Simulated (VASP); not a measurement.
# Li (R-3m) in VASP: a series of runs

Runs on Li. Level: LDA. Tasks: single point.

Everything below comes from runs of VASP 6.6.1. Logs are shortened: lines on timing, memory, paths and dates and some standing lists are left out, and cuts for length are marked.

## 1. The cell of the first run

It takes space group R-3m (No. 166, trigonal). The conventional cell has a = 3.039 Å, b = 3.039 Å, c = 22.765 Å, α = 90.00°, β = 90.00°, γ = 120.00°. Li (site symmetry -3m) has 12 Li at 3.04 to 3.08 Å within 4.0 Å. Within 4.0 Å of Li (site symmetry 3m) lie 12 Li at 3.04 to 3.08 Å.

## 2. Single point, LDA (equal xx and yy strain of -2 %)

The input, INCAR:

```
SYSTEM = Li
PREC = Accurate
ENCUT = 520
EDIFF = 1E-6
ISMEAR = -1
SIGMA = 0.08
LREAL = .FALSE.
LASPH = .TRUE.
NELM = 80
ALGO = Normal
ISIF = 2
LWAVE = .FALSE.
LCHARG = .TRUE.
LELF = .TRUE.
LVHAR = .TRUE.
NBANDS = 12
```

The input, KPOINTS:

```
Automatic mesh
0
G
  12 12 12
  0 0 0
```

The input, POSCAR:

```
Li
1.0
    1.5194889864      0.8772773753      7.5883000000
   -1.5194889864      0.8772773753      7.5883000000
    0.0000000000     -1.7545547507      7.5883000000
Li
3
Direct
    0.0000000000      0.0000000000      0.0000000000
    0.2220000000      0.2220000000      0.2220000000
    0.7780000000      0.7780000000      0.7780000000
```

Potentials or basis: VASP PAW LDA potentials, release 64 (Li_sv).

The run is started by

```sh
> cat potpaw_LDA.64/Li_sv/POTCAR > POTCAR
> mpirun -np 1 vasp_std > vasp.out
```

OUTCAR:

```text
SYSTEM = Li
   PREC = Accurate
   ENCUT = 520
   EDIFF = 1E-6
   ISMEAR = -1
   LREAL = .FALSE.
   LASPH = .TRUE.
   NELM = 80
   ISIF = 2

 ion  position               nearest neighbor table
   1  0.000  0.000  0.000-
   2  0.222  0.222  0.222-
   3  0.778  0.778  0.778-

  LATTYP: Found a trigonal (rhomboedric) cell.
 ALAT       =     7.7885017342
 COS(alpha) =     0.9238767596

  Lattice vectors:

 A1 = (   1.5194889864,   0.8772773753,   7.5883000000)
 A2 = (  -1.5194889864,   0.8772773753,   7.5883000000)
 A3 = (   0.0000000000,  -1.7545547507,   7.5883000000)

Analysis of symmetry for initial positions (statically):
=====================================================================
 Subroutine PRICEL returns:
 Original cell was already a primitive cell.

 Routine SETGRP: Setting up the symmetry group for a
 trigonal (rhombohedral) supercell.

 Subroutine GETGRP returns: Found 12 space group operations
 (whereof 12 operations were pure point group operations)
 out of a pool of 12 trial point group operations.

The static configuration has the point symmetry D_3d.

Analysis of symmetry for dynamics (positions and initial velocities):
=====================================================================
 Subroutine PRICEL returns:
 Original cell was already a primitive cell.

 Routine SETGRP: Setting up the symmetry group for a
 trigonal (rhombohedral) supercell.

 Subroutine GETGRP returns: Found 12 space group operations
 (whereof 12 operations were pure point group operations)
 out of a pool of 12 trial point group operations.

The dynamic configuration has the point symmetry D_3d.

 Subroutine INISYM returns: Found 12 space group operations
 (whereof 12 operations are pure point group operations),
 and found     1 'primitive' translations

----------------------------------------------------------------------------------------

                                     Primitive cell

  volume of cell :      60.6918

  direct lattice vectors                    reciprocal lattice vectors
     1.519488986  0.877277375  7.588300000     0.329057995  0.189981722  0.043927274
    -1.519488986  0.877277375  7.588300000    -0.329057995  0.189981722  0.043927274
     0.000000000 -1.754554751  7.588300000     0.000000000 -0.379963445  0.043927274

  length of vectors
     7.788501734  7.788501734  7.788501734     0.382494215  0.382494215  0.382494215

  position of ions in fractional coordinates (direct lattice)
     0.000000000  0.000000000  0.000000000
     0.222000000  0.222000000  0.222000000
     0.778000000  0.778000000  0.778000000
[... 84 lines left out ...]
   ISIF   =      2    stress and relaxation
   ISYM   =      2    0-nonsym 1-usesym 2-fastsym
   POTIM  = 0.5000    time-step for ionic-motion
   TEBEG  =    0.0;   TEEND  =   0.0 temperature during run
   PSTRESS=    0.0 pullay stress
   NELECT =       9.0000    total number of electrons
   NUPDOWN=      -1.0000    fix difference up-down
   EMIN   =  10.00;   EMAX   =-10.00  energy-range for DOS
   EFERMI =   0.00;   METHOD = LEGACY
   ISMEAR =    -1;   SIGMA  =   0.08  broadening in eV -4-tet -1-fermi 0-gaus
   EFERMI_NEDOS =   21; number of points for ismear=-14 and -15
   IALGO  =     38    algorithm
   IMIX   =      4    mixing-type and parameters
     AMIX     =   0.40;   BMIX     =  1.00
     AMIX_MAG =   1.60;   BMIX_MAG =  1.00
  volume/ion in A,a.u.               =      20.23       136.52
  Fermi-wavevector in a.u.,A,eV,Ry     =   0.866521  1.637487 10.216044  0.750858
  Thomas-Fermi vector in A             =   1.984922
   LORBIT       =      0    0 simple, 1 ext, 2 COOP (PROOUT), +10 PAW based schemes
   GGA     = CA    functional components
   LHFCALC =     F    Hartree Fock is set to
   AEXX    =    0.0000 exact exchange contribution
   IVDW    =     0    specifies the selected vdW correction
   LEPSILON=     F    determine dielectric tensor
   LRPA    =     F    only Hartree local field effects (RPA)
 non-spin polarized calculation
  energy-cutoff  :      520.00
  volume of cell :       60.69
 maximum number of plane-waves:      1659
 NGX is ok and might be reduce to    60
   NGX = 29   NGY = 29   NGZ = 29

 number of electron       9.0000011 magnetization

 Free energy of the ion-electron system (eV)
  ---------------------------------------------------
  ext. energy  EPLUGINS =         0.00000000
  ---------------------------------------------------
  free energy    TOTEN  =        -6.14535637 eV

  energy without entropy =       -6.11437265  energy(sigma->0) =       -6.12986451

 E-fermi :   0.5872     XC(G=0):  -7.1488

 val. band max:        0.5866170296   @ k =   0.3333   0.1667   0.0833
 cond. band min:       0.5910111839   @ k =   0.5000   0.4167   0.4167
 fundamental gap:      0.0043941542
 Fermi energy:         0.5872011712

 k-point     1 :       0.0000    0.0000    0.0000
  band No.  band energies     occupation
      1     -45.0249      2.00000
      2     -45.0111      2.00000
      3     -45.0062      2.00000
      4      -2.8916      2.00000
      5      -1.0169      2.00000
      6      -1.0163      2.00000
      7       6.0459      0.00000
      8       6.0734      0.00000
      9      13.4452      0.00000
     10      13.4452      0.00000
     11      13.5663      0.00000
     12      13.5663      0.00000
[... 331 lines left out ...]
 k-point    24 :      -0.4167    0.1667   -0.0000
  band No.  band energies     occupation
      1     -45.0052      2.00000
      2     -44.9966      2.00000
      3     -44.9946      2.00000
      4       1.0134      0.00967
      5       1.8120      0.00000
      6       2.0734      0.00000
      7       4.3053      0.00000
      8       4.5355      0.00000
      9       5.1145      0.00000
     10       7.0212      0.00000
     11       7.6079      0.00000
     12       9.0824      0.00000

 [... further k-points ...]
[... 5 lines left out ...]
  --------------------------------------------------------------------------------------
  -------------------------------------------------------------------------------------
  Total       -0.2802759     -0.2802759     -0.5244126      0.0000000      0.0000000      0.0000000
  in kB       -7.3988826     -7.3988826    -13.8437414      0.0000000      0.0000000      0.0000000
  external PRESSURE =      -9.5471689 kB  Pullay stress =       0.0000000 kB

 VOLUME and BASIS-vectors are now :
 -----------------------------------------------------------------------------
  energy-cutoff  :      520.00
  volume of cell :       60.69
      direct lattice vectors                 reciprocal lattice vectors
     1.519488986  0.877277375  7.588300000     0.329057995  0.189981722  0.043927274
    -1.519488986  0.877277375  7.588300000    -0.329057995  0.189981722  0.043927274
     0.000000000 -1.754554751  7.588300000     0.000000000 -0.379963445  0.043927274

 POSITION                                       TOTAL-FORCE (eV/Angst)
 -----------------------------------------------------------------------------------
      0.00000      0.00000      0.00000        -0.000000     -0.000000      0.000000
      0.00000     -0.00000      5.05381         0.000000     -0.000000      0.009208
      0.00000     -0.00000     17.71109         0.000000      0.000000     -0.009208
 -----------------------------------------------------------------------------------
    total drift:                               -0.000000     -0.000000      0.000000

  FREE ENERGIE OF THE ION-ELECTRON SYSTEM (eV)
  ---------------------------------------------------
  free  energy   TOTEN  =        -6.1453563672 eV

  energy  without entropy=       -6.1143726506  energy(sigma->0) =       -6.12986451
```

It took 5.2 min on 1 thread of Intel Xeon 6975P-C (Granite Rapids), shared host; peak memory 0.38 GiB.

What came out:

```
Free energy            : -6.1454 eV
Largest force          : 0.009 eV/Å
Band gap on the k mesh : zero (an odd number of electrons rules out a gap without spin polarisation)
```

Forces on the atoms (eV/Å):
```
Li   0.000  0.000  0.000
Li   0.000  0.000  0.009
Li   0.000  0.000 -0.009
```

Caveat: the cell differs from its parent crystal (equal xx and yy strain of -2 %); the cutoff is under 1.25 times the usual one of these potentials, so pressure, stress and relaxed cells hold a basis-set (Pulay) error.

## 3. Single point, LDA (equal xx and yy strain of -1 %)

The input, INCAR:

```
PREC = Accurate ; ENCUT = 520
EDIFF = 1E-6 ; ISMEAR = -1
SIGMA = 0.08 ; LREAL = F
LASPH = T ; NELM = 60
ALGO = Normal ; ISIF = 2
LWAVE = F ; LCHARG = F
GGA = CA ; NBANDS = 12
```

The input, KPOINTS:

```
Automatic mesh
0
Gamma
  12 12 12
```

The input, POSCAR:

```
Li
1.0
    1.5349939760      0.8862291852      7.5883000000
   -1.5349939760      0.8862291852      7.5883000000
    0.0000000000     -1.7724583706      7.5883000000
Li
3
Direct
    0.0000000000      0.0000000000      0.0000000000
    0.2220000000      0.2220000000      0.2220000000
    0.7780000000      0.7780000000      0.7780000000
```

Potentials or basis: VASP PAW LDA potentials, release 64 (Li_sv).

The run is started by

```sh
> cat potpaw_LDA.64/Li_sv/POTCAR > POTCAR
> mpirun -np 1 vasp_std > vasp.out
```

Run time: 6.3 min. Hardware: 1 thread of Intel Xeon 6975P-C (Granite Rapids), shared host; peak memory 0.38 GiB.

Results (log left out):

```yaml
Free_energy: -6.1392 eV
Largest_force: 0.009 eV/Å
Band_gap_on_the_k_mesh: zero (an odd number of electrons rules out a gap without spin polarisation)
```

Forces on the atoms (eV/Å):
```
Li   0.000  0.000  0.000
Li   0.000  0.000  0.009
Li   0.000  0.000 -0.009
```

Levels at points of the mesh, in eV from the Fermi level:
```
           k point  band 3  band 4  band 5  band 6  band 7  band 8
(0.00, 0.00, 0.00)  -45.63   -3.46   -1.57   -1.57    5.49    5.52
(0.50, 0.00, 0.00)  -45.62   -0.03    0.85    1.04    3.74    3.83
(0.50, 0.50, 0.00)  -45.62    0.26    0.34    1.18    3.24    4.35
(0.50, 0.50, 0.50)  -45.63   -2.98   -2.97   -0.05    2.85   10.13
```

Caveat: the cell differs from its parent crystal (equal xx and yy strain of -1 %); the cutoff is under 1.25 times the usual one of these potentials, so pressure, stress and relaxed cells hold a basis-set (Pulay) error.

## 4. Single point, LDA (equal xx and yy strain of +1 %)

The input, INCAR:

```
PREC = Accurate ; ENCUT = 520
EDIFF = 1E-6 ; ISMEAR = -1
SIGMA = 0.08 ; LREAL = False
LASPH = True ; NELM = 60
ALGO = Normal ; ISIF = 2
LWAVE = False ; LCHARG = False
NBANDS = 12
```

KPOINTS is that of step 3.

The input, POSCAR:

```
Li
1.0
    1.5660039554      0.9041328052      7.5883000000
   -1.5660039554      0.9041328052      7.5883000000
    0.0000000000     -1.8082656104      7.5883000000
Li
3
Direct
    0.0000000000      0.0000000000      0.0000000000
    0.2220000000      0.2220000000      0.2220000000
    0.7780000000      0.7780000000      0.7780000000
```

The run is started by

```sh
> cat potpaw_LDA.64/Li_sv/POTCAR > POTCAR
> mpirun -np 1 vasp_std > vasp.out
```

Run time: 4.9 min. Hardware: 1 thread of Intel Xeon 6975P-C (Granite Rapids), shared host; peak memory 0.38 GiB.

Results (log left out):

```yaml
Free_energy: -6.1196 eV
Largest_force: 0.008 eV/Å
Band_gap_on_the_k_mesh: zero (an odd number of electrons rules out a gap without spin polarisation)
```

Forces in eV/Å, atoms in the order of the input:
```
Li   0.000  0.000  0.000
Li   0.000  0.000  0.008
Li   0.000  0.000 -0.008
```

Levels at points of the mesh, in eV from the Fermi level:
| k point | band 2 | band 3 | band 4 | band 5 | band 6 | band 7 | band 8 | band 9 |
| --- | --- | --- | --- | --- | --- | --- | --- | --- |
| (0.00, 0.00, 0.00) | -45.71 | -45.70 | -3.41 | -1.49 | -1.49 | 5.56 | 5.59 | 12.00 |
| (0.50, 0.00, 0.00) | -45.70 | -45.70 | -0.05 | 0.78 | 1.01 | 3.58 | 3.69 | 4.32 |
| (0.50, 0.50, 0.00) | -45.70 | -45.70 | 0.23 | 0.32 | 1.10 | 3.07 | 4.24 | 5.37 |
| (0.50, 0.50, 0.50) | -45.71 | -45.70 | -2.93 | -2.92 | 0.07 | 2.87 | 10.20 | 10.25 |

Caveat: the cell differs from its parent crystal (equal xx and yy strain of +1 %); the cutoff is under 1.25 times the usual one of these potentials, so pressure, stress and relaxed cells hold a basis-set (Pulay) error.

## 5. Single point, LDA (equal xx and yy strain of +2 %)

The input, INCAR:

```
PREC = Accurate
ENCUT = 520
EDIFF = 1E-6
ISMEAR = -1
SIGMA = 0.08
LREAL = False
LASPH = True
NELM = 80
ALGO = Normal
ISIF = 2
LWAVE = False
LCHARG = False
NBANDS = 12
```

KPOINTS is that of step 4.

The input, POSCAR:

```
Li
1.0
    1.5815089450      0.9130846151      7.5883000000
   -1.5815089450      0.9130846151      7.5883000000
    0.0000000000     -1.8261692303      7.5883000000
Li
3
Direct
    0.0000000000      0.0000000000      0.0000000000
    0.2220000000      0.2220000000      0.2220000000
    0.7780000000      0.7780000000      0.7780000000
```

The run is started by

```sh
> cat potpaw_LDA.64/Li_sv/POTCAR > POTCAR
> mpirun -np 1 vasp_std > vasp.out
```

Run time: 4.2 min. Hardware: 1 thread of Intel Xeon 6975P-C (Granite Rapids), shared host; peak memory 0.38 GiB.

It converged, with:

```
Free energy            : -6.1065 eV
Largest force          : 0.008 eV/Å
Band gap on the k mesh : zero (an odd number of electrons rules out a gap without spin polarisation)
```

Forces in eV/Å, atoms in the order of the input:
```
Li   0.000  0.000  0.000
Li   0.000  0.000  0.008
Li   0.000  0.000 -0.008
```

Levels at points of the mesh, in eV from the Fermi level:
```tsv
k point	band 3	band 4	band 5	band 6	band 7	band 8
(0.00, 0.00, 0.00)	-45.74	-3.39	-1.46	-1.46	5.60	5.62
(0.50, 0.00, 0.00)	-45.74	-0.07	0.75	0.99	3.51	3.63
(0.50, 0.50, 0.00)	-45.74	0.22	0.31	1.07	2.99	4.19
(0.50, 0.50, 0.50)	-45.74	-2.90	-2.90	0.13	2.89	10.24
```

Caveat: the cell differs from its parent crystal (equal xx and yy strain of +2 %); the cutoff is under 1.25 times the usual one of these potentials, so pressure, stress and relaxed cells hold a basis-set (Pulay) error.

## 6. The runs side by side

```csv
cell,gap on the mesh (eV),largest force (eV/Å)
"a = 7.789 Å, angles 22.5°, 3 atoms",none,0.01
"a = 7.793 Å, angles 22.7°, 3 atoms",none,0.01
"a = 7.801 Å, angles 23.2°, 3 atoms",none,0.01
"a = 7.805 Å, angles 23.4°, 3 atoms",none,0.01
```

Alike in all rows: task single point; level LDA; potentials or basis VASP PAW LDA potentials, release 64 (Li_sv); no spin polarisation; k mesh 12 × 12 × 12; cutoff (eV) 520; smearing fermi-dirac 0.08 eV.

Caveats: the cutoff is under 1.25 times the usual one of these potentials, so pressure, stress and relaxed cells hold a basis-set (Pulay) error.

Absolute energies hang on the potentials; compare differences alone.
